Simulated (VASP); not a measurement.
# GaN (F-43m) in VASP: notebook

Aim: see how the results for GaN move with the level of theory and the settings. Levels: LDA, r2SCAN. Tasks: single point.

Program: VASP 6.6.1. These are calculated values, not measurements. Logs are shortened: lines on timing, memory, paths and dates and some standing lists are left out, and cuts for length are marked.

## Step 1: The cell of the first run

It takes space group F-43m (No. 216, cubic). Conventional cell: a = 4.595 Å, b = 4.595 Å, c = 4.595 Å, α = 90.00°, β = 90.00°, γ = 90.00°. Ga (site symmetry -43m) has 4 N at 1.99 Å within 2.6 Å. N (site symmetry -43m) has 4 Ga at 1.99 Å within 2.6 Å.

## Step 2: Single point, LDA

File INCAR:

```
SYSTEM = GaN
ALGO = Normal ; EDIFF = 1E-6
ENCUT = 520 ; GGA = CA
ISIF = 2 ; ISMEAR = -1
LASPH = .True. ; LCHARG = .True.
LELF = .True. ; LREAL = .False.
LVHAR = .True. ; LWAVE = .False.
NBANDS = 16 ; NELM = 60
PREC = Accurate ; SIGMA = 0.05
```

File KPOINTS:

```
k-points
0
Gamma
  10 10 10
  0 0 0
```

File POSCAR:

```
GaN
1.0
    0.0000000000      2.2976981147      2.2976981147
    2.2976981147      0.0000000000      2.2976981147
    2.2976981147      2.2976981147      0.0000000000
Ga N
1 1
Direct
    0.0000000000      0.0000000000      0.0000000000
    0.2500000000      0.2500000000      0.2500000000
```

Potentials or basis: VASP PAW LDA potentials, release 64 (Ga_d, N).

Run with:

```console
$ cat potpaw_LDA.64/Ga_d/POTCAR potpaw_LDA.64/N/POTCAR > POTCAR
$ mpirun -np 1 vasp_std > vasp.out
```

OUTCAR:

```text
SYSTEM = GaN
   EDIFF = 1E-6
   ENCUT = 520
   GGA = CA
   ISIF = 2
   ISMEAR = -1
   LASPH = .True.
   LREAL = .False.
   NELM = 60
   PREC = Accurate

 ion  position               nearest neighbor table
   1  0.000  0.000  0.000-   2 1.99   2 1.99   2 1.99   2 1.99
   2  0.250  0.250  0.250-   1 1.99   1 1.99   1 1.99   1 1.99

  LATTYP: Found a face centered cubic cell.
 ALAT       =     4.5953962294

  Lattice vectors:

 A1 = (   0.0000000000,   2.2976981147,   2.2976981147)
 A2 = (   2.2976981147,   0.0000000000,   2.2976981147)
 A3 = (   2.2976981147,   2.2976981147,   0.0000000000)

Analysis of symmetry for initial positions (statically):
=====================================================================
 Subroutine PRICEL returns:
 Original cell was already a primitive cell.

 Routine SETGRP: Setting up the symmetry group for a
 face centered cubic supercell.

 Subroutine GETGRP returns: Found 24 space group operations
 (whereof 24 operations were pure point group operations)
 out of a pool of 48 trial point group operations.

The static configuration has the point symmetry T_d .

Analysis of symmetry for dynamics (positions and initial velocities):
=====================================================================
 Subroutine PRICEL returns:
 Original cell was already a primitive cell.

 Routine SETGRP: Setting up the symmetry group for a
 face centered cubic supercell.

 Subroutine GETGRP returns: Found 24 space group operations
 (whereof 24 operations were pure point group operations)
 out of a pool of 48 trial point group operations.

The dynamic configuration has the point symmetry T_d .

 Subroutine INISYM returns: Found 24 space group operations
 (whereof 24 operations are pure point group operations),
 and found     1 'primitive' translations

----------------------------------------------------------------------------------------

                                     Primitive cell

  volume of cell :      24.2610

  direct lattice vectors                    reciprocal lattice vectors
     0.000000000  2.297698115  2.297698115    -0.217609092  0.217609092  0.217609092
     2.297698115  0.000000000  2.297698115     0.217609092 -0.217609092  0.217609092
     2.297698115  2.297698115  0.000000000     0.217609092  0.217609092 -0.217609092

  length of vectors
     3.249435836  3.249435836  3.249435836     0.376910003  0.376910003  0.376910003

[... 73 lines left out ...]
   ICHARG =      2    charge: 1-file 2-atom 10-const
   ISPIN  =      1    spin polarized calculation?
   LNONCOLLINEAR =      F non collinear calculations
   LSORBIT =      F    spin-orbit coupling
   LASPH  =      T    aspherical Exc in radial PAW
   ENCUT  =  520.0 eV  38.22 Ry    6.18 a.u.   6.04  6.04  6.04*2*pi/ulx,y,z
   NELM   =     60;   NELMIN=  2; NELMDL= -5     # of ELM steps
   EDIFF  = 0.1E-05   stopping-criterion for ELM
   LREAL  =      F    real-space projection
   EDIFFG = 0.1E-04   stopping-criterion for IOM
   NSW    =      0    number of steps for IOM
   IBRION =     -1    ionic relax: 0-MD 1-quasi-New 2-CG
   NFREE  =      0    steps in history (QN), initial steepest desc. (CG)
   ISIF   =      2    stress and relaxation
   ISYM   =      2    0-nonsym 1-usesym 2-fastsym
   POTIM  = 0.5000    time-step for ionic-motion
   TEBEG  =    0.0;   TEEND  =   0.0 temperature during run
   PSTRESS=    0.0 pullay stress
   NELECT =      18.0000    total number of electrons
   NUPDOWN=      -1.0000    fix difference up-down
   EMIN   =  10.00;   EMAX   =-10.00  energy-range for DOS
   EFERMI =   0.00;   METHOD = LEGACY
   ISMEAR =    -1;   SIGMA  =   0.05  broadening in eV -4-tet -1-fermi 0-gaus
   EFERMI_NEDOS =   21; number of points for ismear=-14 and -15
   IALGO  =     38    algorithm
   IMIX   =      4    mixing-type and parameters
     AMIX     =   0.40;   BMIX     =  1.00
     AMIX_MAG =   1.60;   BMIX_MAG =  1.00
  volume/ion in A,a.u.               =      12.13        81.86
  Fermi-wavevector in a.u.,A,eV,Ry     =   1.482049  2.800667 29.884797  2.196471
  Thomas-Fermi vector in A             =   2.595884
   LORBIT       =      0    0 simple, 1 ext, 2 COOP (PROOUT), +10 PAW based schemes
   GGA     = CA    functional components
   LHFCALC =     F    Hartree Fock is set to
   AEXX    =    0.0000 exact exchange contribution
   IVDW    =     0    specifies the selected vdW correction
   LEPSILON=     F    determine dielectric tensor
   LRPA    =     F    only Hartree local field effects (RPA)
 non-spin polarized calculation
  energy-cutoff  :      520.00
  volume of cell :       24.26
 maximum number of plane-waves:       666
   NGX = 13   NGY = 13   NGZ = 13

 number of electron      17.9999987 magnetization

 Free energy of the ion-electron system (eV)
  ---------------------------------------------------
  ext. energy  EPLUGINS =         0.00000000
  ---------------------------------------------------
  free energy    TOTEN  =       -13.84579961 eV

  energy without entropy =      -13.84579960  energy(sigma->0) =      -13.84579960

 E-fermi :   5.1391     XC(G=0): -11.8110

 val. band max:        4.4080287368   @ k =   0.0000   0.0000   0.0000
 cond. band min:       5.7785599148   @ k =   0.0000   0.0000   0.0000
 fundamental gap:      1.3705311780
 Fermi energy:         5.1391126622

 k-point     1 :       0.0000    0.0000    0.0000
  band No.  band energies     occupation
      1     -10.9093      2.00000
      2      -9.1044      2.00000
      3      -9.1044      2.00000
      4      -9.1044      2.00000
      5      -8.8404      2.00000
      6      -8.8404      2.00000
[... 433 lines left out ...]
      3      -8.9167      2.00000
      4      -8.9167      2.00000
      5      -8.7888      2.00000
      6      -7.7034      2.00000
[... 8 lines left out ...]
     15      25.6283      0.00000
     16      26.1007      0.00000

 [... further k-points ...]
[... 5 lines left out ...]
  --------------------------------------------------------------------------------------
  -------------------------------------------------------------------------------------
  Total       -2.1978504     -2.1978504     -2.1978504     -0.0000000      0.0000000     -0.0000000
  in kB     -145.1442399   -145.1442399   -145.1442399     -0.0000000      0.0000000     -0.0000000
  external PRESSURE =    -145.1442399 kB  Pullay stress =       0.0000000 kB

 VOLUME and BASIS-vectors are now :
 -----------------------------------------------------------------------------
  energy-cutoff  :      520.00
  volume of cell :       24.26
      direct lattice vectors                 reciprocal lattice vectors
     0.000000000  2.297698115  2.297698115    -0.217609092  0.217609092  0.217609092
     2.297698115  0.000000000  2.297698115     0.217609092 -0.217609092  0.217609092
     2.297698115  2.297698115  0.000000000     0.217609092  0.217609092 -0.217609092

 POSITION                                       TOTAL-FORCE (eV/Angst)
 -----------------------------------------------------------------------------------
      0.00000      0.00000      0.00000         0.000000      0.000000      0.000000
      1.14885      1.14885      1.14885        -0.000000     -0.000000     -0.000000
 -----------------------------------------------------------------------------------
    total drift:                                0.000001      0.000001      0.000001

  FREE ENERGIE OF THE ION-ELECTRON SYSTEM (eV)
  ---------------------------------------------------
  free  energy   TOTEN  =       -13.8457996063 eV

  energy  without entropy=      -13.8457995977  energy(sigma->0) =      -13.84579960
```

It took 13 s on 1 thread of Intel Xeon Platinum 8259CL at 2.50GHz (Skylake/Cascade Lake), shared host; peak memory 0.13 GiB.

What came out:

| Quantity | Value |
| --- | --- |
| Free energy | -13.8458 eV |
| Pressure | -14.5 GPa |
| Band gap on the k mesh | 1.37 eV, direct |

Levels at points of the mesh, in eV from the valence-band top:
| k point | band 6 | band 7 | band 8 | band 9 | band 10 | band 11 | band 12 | band 13 |
| --- | --- | --- | --- | --- | --- | --- | --- | --- |
| (0.00, 0.00, 0.00) | -13.25 | 0.00 | 0.00 | 0.00 | 1.37 | 9.75 | 9.75 | 9.75 |
| (0.50, 0.00, 0.00) | -11.84 | -6.75 | -0.91 | -0.91 | 4.15 | 8.30 | 9.90 | 9.90 |
| (0.50, 0.50, 0.00) | -11.35 | -5.97 | -2.53 | -2.53 | 3.23 | 6.14 | 11.11 | 13.15 |

## Step 3: Single point, r2SCAN

This run uses another cell than the first one, of 10.99 Å³/atom, 0.906 times its volume.

File POSCAR:

```
GaN
1.0
    0.0000000000      2.2230441631      2.2230441631
    2.2230441631      0.0000000000      2.2230441631
    2.2230441631      2.2230441631      0.0000000000
Ga N
1 1
Direct
    0.0000000000      0.0000000000      0.0000000000
    0.2500000000      0.2500000000      0.2500000000
```

File INCAR.step1:

```
SYSTEM = GaN
PREC = Accurate
ENCUT = 520
ISMEAR = -1
SIGMA = 0.05
LREAL = .FALSE.
LASPH = .TRUE.
NELM = 80
NBANDS = 16
GGA = PE
ALGO = Normal
EDIFF = 1E-4
LWAVE = .TRUE.
LCHARG = .FALSE.
```

File INCAR.step2:

```
SYSTEM = GaN
PREC = Accurate
ENCUT = 520
EDIFF = 1E-7
ISMEAR = -1
SIGMA = 0.05
LREAL = .FALSE.
LASPH = .TRUE.
NELM = 80
ALGO = Normal
ISIF = 2
LWAVE = .FALSE.
LCHARG = .FALSE.
METAGGA = R2SCAN
LMIXTAU = .TRUE.
NBANDS = 16
ISTART = 1
```

File KPOINTS:

```
regular mesh
0
G
  10 10 10
  0 0 0
```

Potentials or basis: VASP PAW PBE potentials, release 64 (Ga_d, N).

Run with:

```console
$ cat potpaw_PBE.64/Ga_d/POTCAR potpaw_PBE.64/N/POTCAR > POTCAR
$ cp INCAR.step1 INCAR
$ mpirun -np 1 vasp_std > vasp.out
$ cp INCAR.step2 INCAR
$ mpirun -np 1 vasp_std > vasp.out
```

OUTCAR:

```text
SYSTEM = GaN
   PREC = Accurate
   ENCUT = 520
   EDIFF = 1E-7
   ISMEAR = -1
   LREAL = .FALSE.
   LASPH = .TRUE.
   NELM = 80
   ISIF = 2
   METAGGA = R2SCAN
   ISTART = 1

 ion  position               nearest neighbor table
   1  0.000  0.000  0.000-   2 1.93   2 1.93   2 1.93   2 1.93
   2  0.250  0.250  0.250-   1 1.93   1 1.93   1 1.93   1 1.93

  LATTYP: Found a face centered cubic cell.
 ALAT       =     4.4460883262

  Lattice vectors:

[... 191 lines left out ...]
      6      -8.0009      2.00000
[... 433 lines left out ...]
      3      -8.1331      2.00000
      4      -8.1304      2.00000
      5      -7.9318      2.00000
      6      -7.2140      2.00000
[... 8 lines left out ...]
     15      29.2324      0.00000
     16      29.5266      0.00000

 [... further k-points ...]
[... 5 lines left out ...]
  --------------------------------------------------------------------------------------
  -------------------------------------------------------------------------------------
  Total        1.1736445      1.1736445      1.1736445     -0.0000000      0.0000000      0.0000000
  in kB       85.5801190     85.5801190     85.5801190     -0.0000000      0.0000000      0.0000000
  external PRESSURE =      85.5801190 kB  Pullay stress =       0.0000000 kB

 VOLUME and BASIS-vectors are now :
 -----------------------------------------------------------------------------
  energy-cutoff  :      520.00
  volume of cell :       21.97
      direct lattice vectors                 reciprocal lattice vectors
     0.000000000  2.223044163  2.223044163    -0.224916809  0.224916809  0.224916809
     2.223044163  0.000000000  2.223044163     0.224916809 -0.224916809  0.224916809
     2.223044163  2.223044163  0.000000000     0.224916809  0.224916809 -0.224916809

 POSITION                                       TOTAL-FORCE (eV/Angst)
 -----------------------------------------------------------------------------------
      0.00000      0.00000      0.00000         0.000000     -0.000000      0.000000
      1.11152      1.11152      1.11152        -0.000000      0.000000     -0.000000
 -----------------------------------------------------------------------------------
    total drift:                                0.000006      0.000006      0.000007

  FREE ENERGIE OF THE ION-ELECTRON SYSTEM (eV)
  ---------------------------------------------------
  free  energy   TOTEN  =       -21.8728185502 eV

  energy  without entropy=      -21.8728185502  energy(sigma->0) =      -21.87281855
```

OUTCAR.step1:

```text
SYSTEM = GaN
   PREC = Accurate
   ENCUT = 520
   ISMEAR = -1
   LREAL = .FALSE.
   LASPH = .TRUE.
[... 676 lines left out ...]
      0.00000      0.00000      0.00000         0.000000      0.000000      0.000000
      1.11152      1.11152      1.11152        -0.000000     -0.000000     -0.000000
 -----------------------------------------------------------------------------------
    total drift:                                0.000000      0.000000      0.000000

  FREE ENERGIE OF THE ION-ELECTRON SYSTEM (eV)
  ---------------------------------------------------
  free  energy   TOTEN  =       -12.0900632308 eV

  energy  without entropy=      -12.0900632308  energy(sigma->0) =      -12.09006323
```

It took 66 s on 1 thread of Intel Xeon Platinum 8259CL at 2.50GHz (Skylake/Cascade Lake), shared host; peak memory 0.15 GiB.

What came out:

```
Free energy            : -21.8728 eV
Pressure               : 8.6 GPa
Band gap on the k mesh : 2.39 eV, direct
```

Caveat: the PAW data sets were made with another functional, which shifts forces and pressure a little. r2SCAN opens gaps a little over a GGA but as a rule still falls short of measured ones.
